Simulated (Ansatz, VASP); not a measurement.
One calculation of KCl, two programs

```
CELL_PARAMETERS angstrom
-0.09468 3.10876 3.10876
3.10876 -0.09468 3.10876
3.10876 3.10876 -0.09468
ATOMIC_POSITIONS crystal
K 0.00000 0.00000 0.00000
Cl 0.50000 0.50000 0.50000
```

Change from the starting cell: equal xy, yz and zx shear strains of -3 %, PAW files.

Alike in both runs: task electric field gradients; functional PBE; k mesh 7 × 7 × 7; occupations fermi-dirac, width 0.03 eV; no spin polarisation.

|  | VASP | Ansatz |
| --- | --- | --- |
| version | VASP 6.6.1 | Ansatz 0.2.0 |
| potentials or method | VASP PAW PBE potentials, release 64 (K_sv, Cl) | PAW with Ansatz's default frozen-core files, scalar-relativistic |
| plane-wave cutoff (eV) | 520 | 420 |
| valence electrons in the cell | 16 | 16 |

```tsv
	VASP	Ansatz	Ansatz less VASP
gap on the k mesh at the Fermi level (eV)	5.09	5.10	+0.002
pressure (GPa)	0.6	0.6	-0.02
traceless stress, the component that is largest in VASP (GPa)	0.17	0.18	+0.002
size of Vzz on the site where it differs most (V/Å²)	3.9	4.0	+0.15
```
